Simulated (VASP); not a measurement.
Crystal: LiF.

```
CELL_PARAMETERS angstrom
0.00000 2.11417 2.11417
2.11417 0.00000 2.11417
2.11417 2.11417 0.00000
ATOMIC_POSITIONS crystal
Li 0.00000 0.00000 0.00000
F 0.50000 0.50000 0.50000
```

This cell differs from its parent crystal: strain +6.0%.

Base run:

* Program: VASP 6.6.1
* Functional: r2SCAN
* Potentials or basis: VASP PAW PBE potentials, release 64 (Li_sv, F)
* Cutoff: 520 eV
* k mesh: 10 × 10 × 10
* Occupations: gaussian, width 0.01 eV
* Spin: no spin polarisation

Its results: band gap on the k mesh 8.96 eV, direct.

Question: The run is repeated on the same cell with these changes: functional from r2SCAN to PBE; occupations from gaussian, width 0.01 eV to fermi-dirac, width 0.02 eV. What comes out?

Answer: Band gap on the k mesh 7.91 eV, direct.

A k mesh can miss the band edges.
